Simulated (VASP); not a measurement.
# Se in VASP: further runs

Se is run at these levels: PBE; tasks: single point.

Program: VASP 6.6.1. These are calculated values, not measurements. Logs are shortened: lines on timing, memory, paths and dates and some standing lists are left out, and cuts for length are marked.

### Step 1. The cell of the first run

The cell holds a sheet with vacuum, 6 atoms: a = 7.655 Å, b = 7.655 Å, c = 15.000 Å, α = 90.00°, β = 90.00°, γ = 90.00°.

The cell was generated, and may not be a known phase.

### Step 2. Single point, PBE

The input, INCAR:

```
SYSTEM = Se
PREC = Accurate
ENCUT = 520
EDIFF = 1E-6
ISMEAR = 0
SIGMA = 0.1
LREAL = .FALSE.
LASPH = .TRUE.
NELM = 60
ALGO = Normal
ISIF = 2
LWAVE = .FALSE.
LCHARG = .TRUE.
LDIPOL = .TRUE.
IDIPOL = 3
DIPOL = 0.5 0.5 0.500
GGA = PE
LELF = .TRUE.
LVHAR = .TRUE.
LVACPOTAV = .TRUE.
NBANDS = 27
```

The input, KPOINTS:

```
Automatic mesh
0
G
  2 2 1
  0 0 0
```

The input, POSCAR:

```
Se
1.0
    7.6554960000      0.0000000000      0.0000000000
    0.0000000000      7.6554960000      0.0000000000
    0.0000000000      0.0000000000     15.0000000000
Se
6
Direct
    0.3607974500      0.3607974500      0.5000000000
    0.6392025500      0.6392025500      0.5000000000
    0.1392025500      0.8607974500      0.5000000000
    0.8607974500      0.1392025500      0.5000000000
    0.0000000000      0.5000000000      0.5330289000
    0.5000000000      0.0000000000      0.4669711000
```

Potentials or basis: VASP PAW PBE potentials, release 64 (Se).

Started as:

```
$ cat potpaw_PBE.64/Se/POTCAR > POTCAR
$ mpirun -np 1 vasp_std > vasp.out
```

OUTCAR:

```text
SYSTEM = Se
   PREC = Accurate
   ENCUT = 520
   EDIFF = 1E-6
   ISMEAR = 0
   LREAL = .FALSE.
   LASPH = .TRUE.
   NELM = 60
   ISIF = 2
   GGA = PE

 ion  position               nearest neighbor table
   1  0.361  0.361  0.500-
   2  0.639  0.639  0.500-
   3  0.139  0.861  0.500-
   4  0.861  0.139  0.500-
   5  0.000  0.500  0.533-
   6  0.500  0.000  0.467-

  LATTYP: Found a simple tetragonal cell.
 ALAT       =     7.6554960000
 C/A-ratio  =     1.9593766361

  Lattice vectors:

 A1 = (   7.6554960000,   0.0000000000,   0.0000000000)
 A2 = (   0.0000000000,   7.6554960000,   0.0000000000)
 A3 = (   0.0000000000,   0.0000000000,  15.0000000000)

Analysis of symmetry for initial positions (statically):
=====================================================================
 Subroutine PRICEL returns:
 Original cell was already a primitive cell.

 Routine SETGRP: Setting up the symmetry group for a
 simple tetragonal supercell.

 Subroutine GETGRP returns: Found  8 space group operations
 (whereof  4 operations were pure point group operations)
 out of a pool of 16 trial point group operations.

The static configuration has the point symmetry D_2 .
 The point group associated with its full space group is D_4 .

Analysis of symmetry for dynamics (positions and initial velocities):
=====================================================================
 Subroutine PRICEL returns:
 Original cell was already a primitive cell.

 Routine SETGRP: Setting up the symmetry group for a
 simple tetragonal supercell.

 Subroutine GETGRP returns: Found  8 space group operations
 (whereof  4 operations were pure point group operations)
 out of a pool of 16 trial point group operations.

The dynamic configuration has the point symmetry D_2 .
 The point group associated with its full space group is D_4 .

 Subroutine INISYM returns: Found  8 space group operations
 (whereof  4 operations are pure point group operations),
 and found     1 'primitive' translations

----------------------------------------------------------------------------------------

                                     Primitive cell

  volume of cell :     879.0993

  direct lattice vectors                    reciprocal lattice vectors
     7.655496000  0.000000000  0.000000000     0.130625109  0.000000000  0.000000000
     0.000000000  7.655496000  0.000000000     0.000000000  0.130625109  0.000000000
     0.000000000  0.000000000 15.000000000     0.000000000  0.000000000  0.066666667

  length of vectors
     7.655496000  7.655496000 15.000000000     0.130625109  0.130625109  0.066666667

  position of ions in fractional coordinates (direct lattice)
     0.360797450  0.360797450  0.500000000
     0.639202550  0.639202550  0.500000000
     0.139202550  0.860797450  0.500000000
     0.860797450  0.139202550  0.500000000
     0.000000000  0.500000000  0.533028900
     0.500000000  0.000000000  0.466971100

  ion indices of the primitive-cell ions
   primitive index   ion index
                 1           1
                 2           2
                 3           3
                 4           4
                 5           5
                 6           6

----------------------------------------------------------------------------------------

 KPOINTS: Automatic mesh

Automatic generation of k-mesh.
 Grid dimensions read from file:
 generate k-points for:    2    2    1

 Generating k-lattice:

  Cartesian coordinates                     Fractional coordinates (reciprocal lattice)
     0.065312555  0.000000000  0.000000000     0.500000000  0.000000000  0.000000000
     0.000000000  0.065312555  0.000000000     0.000000000  0.500000000  0.000000000
     0.000000000  0.000000000  0.066666667     0.000000000  0.000000000  1.000000000

  Length of vectors
     0.065312555  0.065312555  0.066666667

  Shift w.r.t. Gamma in fractional coordinates (k-lattice)
     0.000000000  0.000000000  0.000000000

 Subroutine IBZKPT returns following result:
 ===========================================

 Found      3 irreducible k-points:

 Following reciprocal coordinates:
            Coordinates               Weight
  0.000000  0.000000  0.000000      1.000000
  0.500000  0.000000  0.000000      2.000000
  0.500000  0.500000  0.000000      1.000000
   k-points           NKPTS =      3   k-points in BZ     NKDIM =      3   number of bands    NBANDS=     27
   number of dos      NEDOS =    301   number of ions     NIONS =      6
   total plane-waves  NPLWV = 403200
   dimension x,y,z NGX =    60 NGY =   60 NGZ =  112
   dimension x,y,z NGXF=   120 NGYF=  120 NGZF=  224
   ions per type =               6
   NGX,Y,Z   is equivalent  to a cutoff of  13.03, 13.03, 12.41 a.u.
   NGXF,Y,Z  is equivalent  to a cutoff of  26.06, 26.06, 24.83 a.u.
 SYSTEM =  Se
   PREC   = accura    normal or accurate (medium, high low for compatibility)
   ISTART =      0    job   : 0-new  1-cont  2-samecut
   ICHARG =      2    charge: 1-file 2-atom 10-const
   ISPIN  =      1    spin polarized calculation?
   LNONCOLLINEAR =      F non collinear calculations
   LSORBIT =      F    spin-orbit coupling
   LASPH  =      T    aspherical Exc in radial PAW
   ENCUT  =  520.0 eV  38.22 Ry    6.18 a.u.  14.23 14.23 27.89*2*pi/ulx,y,z
   NELM   =     60;   NELMIN=  2; NELMDL= -5     # of ELM steps
   EDIFF  = 0.1E-05   stopping-criterion for ELM
   LREAL  =      F    real-space projection
   EDIFFG = 0.1E-04   stopping-criterion for IOM
   NSW    =      0    number of steps for IOM
   IBRION =     -1    ionic relax: 0-MD 1-quasi-New 2-CG
   NFREE  =      0    steps in history (QN), initial steepest desc. (CG)
   ISIF   =      2    stress and relaxation
   ISYM   =      2    0-nonsym 1-usesym 2-fastsym
   POTIM  = 0.5000    time-step for ionic-motion
   TEBEG  =    0.0;   TEEND  =   0.0 temperature during run
   PSTRESS=    0.0 pullay stress
   NELECT =      36.0000    total number of electrons
   NUPDOWN=      -1.0000    fix difference up-down
   EMIN   =  10.00;   EMAX   =-10.00  energy-range for DOS
   EFERMI =   0.00;   METHOD = LEGACY
   ISMEAR =     0;   SIGMA  =   0.10  broadening in eV -4-tet -1-fermi 0-gaus
   EFERMI_NEDOS =   21; number of points for ismear=-14 and -15
   IALGO  =     38    algorithm
   IMIX   =      4    mixing-type and parameters
     AMIX     =   0.40;   BMIX     =  1.00
     AMIX_MAG =   1.60;   BMIX_MAG =  1.00
  volume/ion in A,a.u.               =     146.52       988.74
  Fermi-wavevector in a.u.,A,eV,Ry     =   0.564282  1.066339  4.332291  0.318414
  Thomas-Fermi vector in A             =   1.601777
   LORBIT       =      0    0 simple, 1 ext, 2 COOP (PROOUT), +10 PAW based schemes
   GGA     = PE    functional components
   LHFCALC =     F    Hartree Fock is set to
   AEXX    =    0.0000 exact exchange contribution
   IVDW    =     0    specifies the selected vdW correction
   LEPSILON=     F    determine dielectric tensor
   LRPA    =     F    only Hartree local field effects (RPA)
 non-spin polarized calculation
 Gauss-broadening in eV      SIGMA  =   0.10
  energy-cutoff  :      520.00
  volume of cell :      879.10
 maximum number of plane-waves:     23684
 NGX is ok and might be reduce to    60
   NGX = 29   NGY = 29   NGZ = 55

 dipolmoment           0.000000      0.000000      0.000000 electrons x Angstroem

 number of electron      35.9999999 magnetization

 dipolmoment           0.000000      0.000000     -0.000000 electrons x Angstroem

 Free energy of the ion-electron system (eV)
  ---------------------------------------------------
  ext. energy  EPLUGINS =         0.00000000
  ---------------------------------------------------
  free energy    TOTEN  =       -15.69109679 eV

  energy without entropy =      -15.63816159  energy(sigma->0) =      -15.66462919

 E-fermi :  -4.5938     XC(G=0):  -2.5180

 val. band max:       -4.6539320484   @ k =   0.5000   0.0000   0.0000
 cond. band min:      -4.3956992256   @ k =   0.5000   0.5000   0.0000
 fundamental gap:      0.2582328228
 Fermi energy:        -4.5938062648

 k-point     1 :       0.0000    0.0000    0.0000
  band No.  band energies     occupation
      1     -17.6236      2.00000
      2     -16.6698      2.00000
      3     -16.6213      2.00000
      4     -16.0879      2.00000
      5     -16.0879      2.00000
      6     -15.6441      2.00000
[... 19 lines left out ...]
     26       1.4557      0.00000
     27       1.9596      0.00000

 k-point     2 :       0.5000    0.0000    0.0000
  band No.  band energies     occupation
      1     -17.2792      2.00000
      2     -17.2792      2.00000
      3     -16.4102      2.00000
      4     -16.4102      2.00000
      5     -15.6655      2.00000
      6     -15.6655      2.00000
[... 19 lines left out ...]
     26       1.1463      0.00000
     27       1.9849      0.00000

 k-point     3 :       0.5000    0.5000    0.0000
  band No.  band energies     occupation
      1     -17.0922      2.00000
      2     -17.0922      2.00000
      3     -16.7847      2.00000
      4     -16.7847      2.00000
      5     -15.4526      2.00000
      6     -15.4526      2.00000
[... 19 lines left out ...]
     26       1.7518      0.00000
     27       1.7608      0.00000

------------------------ aborting loop because EDIFF is reached ----------------------------------------

  FORCE on cell =-STRESS in cart. coord.  units (eV):
  Direction    XX          YY          ZZ          XY          YZ          ZX
  --------------------------------------------------------------------------------------
  -------------------------------------------------------------------------------------
  Total      -17.3513840    -17.3513840     -0.3758294      0.0000000      0.0000000      0.0000000
  in kB      -31.6232701    -31.6232701     -0.6849572      0.0000000      0.0000000      0.0000000
  external PRESSURE =     -21.3104991 kB  Pullay stress =       0.0000000 kB

 VOLUME and BASIS-vectors are now :
 -----------------------------------------------------------------------------
  energy-cutoff  :      520.00
  volume of cell :      879.10
      direct lattice vectors                 reciprocal lattice vectors
     7.655496000  0.000000000  0.000000000     0.130625109  0.000000000  0.000000000
     0.000000000  7.655496000  0.000000000     0.000000000  0.130625109  0.000000000
     0.000000000  0.000000000 15.000000000     0.000000000  0.000000000  0.066666667

 POSITION                                       TOTAL-FORCE (eV/Angst)
 -----------------------------------------------------------------------------------
      2.76208      2.76208      7.50000         0.532008      0.532008      0.000000
      4.89341      4.89341      7.50000        -0.532008     -0.532008     -0.000000
      1.06566      6.58983      7.50000        -0.532008      0.532008      0.000000
      6.58983      1.06566      7.50000         0.532008     -0.532008      0.000000
      0.00000      3.82775      7.99543         0.000000     -0.000000     -0.377553
      3.82775      0.00000      7.00457         0.000000     -0.000000      0.377553
 -----------------------------------------------------------------------------------
    total drift:                               -0.000000      0.000000     -0.000000

  FREE ENERGIE OF THE ION-ELECTRON SYSTEM (eV)
  ---------------------------------------------------
  free  energy   TOTEN  =       -15.6910967919 eV

  energy  without entropy=      -15.6381615885  energy(sigma->0) =      -15.66462919

 vacuum level on the upper side and lower side of the slab         1.537         1.537
```

It took 2.7 min on 1 thread of Oxide Virtual Turin-like, shared host; peak memory 0.67 GiB.

What came out:

```
Free energy            : -15.6911 eV
Largest force          : 0.752 eV/Å
Band gap on the k mesh : zero (bands 18 and 19 overlap by 0.34 eV)
```

Forces in eV/Å, atoms in the order of the input:
```
Se   0.532  0.532  0.000
Se  -0.532 -0.532  0.000
Se  -0.532  0.532  0.000
Se   0.532 -0.532  0.000
Se   0.000  0.000 -0.378
Se   0.000  0.000  0.378
```

Levels at points of the mesh, in eV from the Fermi level:
| k point | band 15 | band 16 | band 17 | band 18 | band 19 | band 20 | band 21 | band 22 |
| --- | --- | --- | --- | --- | --- | --- | --- | --- |
| (0.00, 0.00, 0.00) | -0.84 | -0.73 | -0.57 | -0.40 | -0.40 | 0.37 | 1.24 | 1.24 |
| (0.50, 0.00, 0.00) | -0.68 | -0.68 | -0.06 | -0.06 | 0.30 | 0.30 | 1.16 | 1.16 |
| (0.50, 0.50, 0.00) | -0.96 | -0.96 | -0.09 | -0.09 | 0.20 | 0.20 | 0.54 | 0.54 |

Caveat: the k points lie up to 0.41 Å⁻¹ apart.

### Step 3. Single point, PBE

This run uses another cell than the first one.

The input, INCAR:

```
SYSTEM = Se
  PREC = Accurate
  ENCUT = 520
  EDIFF = 1E-6
  ISMEAR = 0
  SIGMA = 0.1
  LREAL = .False.
  LASPH = .True.
  NELM = 80
  ALGO = Normal
  ISIF = 2
  LWAVE = .False.
  LCHARG = .False.
  LDIPOL = .True.
  IDIPOL = 3
  DIPOL = 0.5 0.5 0.291
  GGA = PE
  NBANDS = 27
```

The input, KPOINTS:

```
Automatic mesh
0
Gamma
  2 2 1
  0 0 0
```

The input, POSCAR:

```
Se
1.0
    6.5450258755      0.0000000000      0.0000000000
    0.0000000000      6.5450258755      0.0000000000
    0.0000000000      0.0000000000     25.7817340000
Se
6
Direct
    0.3705828248      0.3705828248      0.2909036297
    0.6294171752      0.6294171752      0.2909036297
    0.1294171752      0.8705828248      0.2909036297
    0.8705828248      0.1294171752      0.2909036297
    0.0000000000      0.5000000000      0.3196972875
    0.5000000000      0.0000000000      0.2621099719
```

Potentials or basis: VASP PAW PBE potentials, release 64 (Se).

Started as:

```
$ cat potpaw_PBE.64/Se/POTCAR > POTCAR
$ mpirun -np 1 vasp_std > vasp.out
```

It took 3.2 min on 1 thread of Oxide Virtual Turin-like, shared host; peak memory 0.8 GiB.

Results (log left out):

```yaml
Free_energy: -19.0885 eV
Largest_force: 0.006 eV/Å
Band_gap_on_the_k_mesh: zero (bands 18 and 19 overlap by 0.61 eV)
```

Forces in eV/Å, atoms in the order of the input:
```
Se  -0.004 -0.004  0.000
Se   0.004  0.004  0.000
Se   0.004 -0.004  0.000
Se  -0.004  0.004  0.000
Se   0.000  0.000  0.002
Se   0.000  0.000 -0.002
```

Levels at points of the mesh, in eV from the Fermi level:
```
           k point  band 16  band 17  band 18  band 19  band 20  band 21
(0.00, 0.00, 0.00)    -1.07    -0.81    -0.81    -0.57     1.53     2.25
(0.50, 0.00, 0.00)    -1.34    -0.38    -0.38     0.95     0.95     1.65
(0.50, 0.50, 0.00)    -1.44     0.04     0.04     0.05     0.05     1.77
```

Caveat: the k points lie up to 0.48 Å⁻¹ apart, too coarse for converged energies and pressures of a metal.

### Step 4. Single point, PBE

This run uses another cell than the first one.

The input, INCAR:

```
SYSTEM = Se
ALGO = Normal
DIPOL = 0.5 0.5 0.291
EDIFF = 1E-7
ENCUT = 520
GGA = PE
IDIPOL = 3
ISIF = 2
ISMEAR = 0
LASPH = .TRUE.
LCHARG = .FALSE.
LDIPOL = .TRUE.
LREAL = .FALSE.
LWAVE = .FALSE.
NBANDS = 27
NELM = 100
PREC = Accurate
SIGMA = 0.1
```

The input, KPOINTS:

```
k-points
0
G
  4 4 1
  0 0 0
```

POSCAR is that of step 3.

Started as:

```
$ cat potpaw_PBE.64/Se/POTCAR > POTCAR
$ mpirun -np 1 vasp_std > vasp.out
```

It took 6.1 min on 1 thread of Oxide Virtual Turin-like, shared host; peak memory 0.85 GiB.

The run converged. Its results:

```
Free energy            : -18.8187 eV
Largest force          : 0.238 eV/Å
Band gap on the k mesh : zero (bands 18 and 19 overlap by 0.64 eV)
```

Forces on the atoms (eV/Å):
```
Se   0.168  0.168  0.000
Se  -0.168 -0.168  0.000
Se  -0.168  0.168  0.000
Se   0.168 -0.168  0.000
Se   0.000  0.000  0.177
Se   0.000  0.000 -0.177
```

Levels at points of the mesh, in eV from the Fermi level:
```
           k point  band 15  band 16  band 17  band 18  band 19  band 20  band 21  band 22
(0.00, 0.00, 0.00)    -1.62    -1.01    -0.79    -0.79    -0.57     1.57     2.29     2.29
(0.50, 0.00, 0.00)    -1.31    -1.31    -0.34    -0.34     0.99     0.99     1.68     1.68
(0.50, 0.50, 0.00)    -1.40    -1.40     0.08     0.08     0.10     0.10     1.79     1.79
```

### Step 5. Overview

| cell | k mesh | gap on the mesh (eV) | largest force (eV/Å) |
| --- | --- | --- | --- |
| a = 7.655, b = 7.655, c = 15.000 Å, 6 atoms, atomic positions A | 2 × 2 × 1 | none | 0.75 |
| a = 6.545, b = 6.545, c = 25.782 Å, 6 atoms, atomic positions B | 2 × 2 × 1 | none | 0.01 |
| a = 6.545, b = 6.545, c = 25.782 Å, 6 atoms, atomic positions B | 4 × 4 × 1 | none | 0.24 |

Alike in all rows: task single point; level PBE; potentials or basis VASP PAW PBE potentials, release 64 (Se); no spin polarisation; cutoff (eV) 520; smearing gaussian 0.1 eV.

Caveats: some runs use coarse meshes.

Absolute energies hang on the potentials; compare differences alone.

The gap in the log of VASP goes by the Fermi energy; the results here count the filled bands.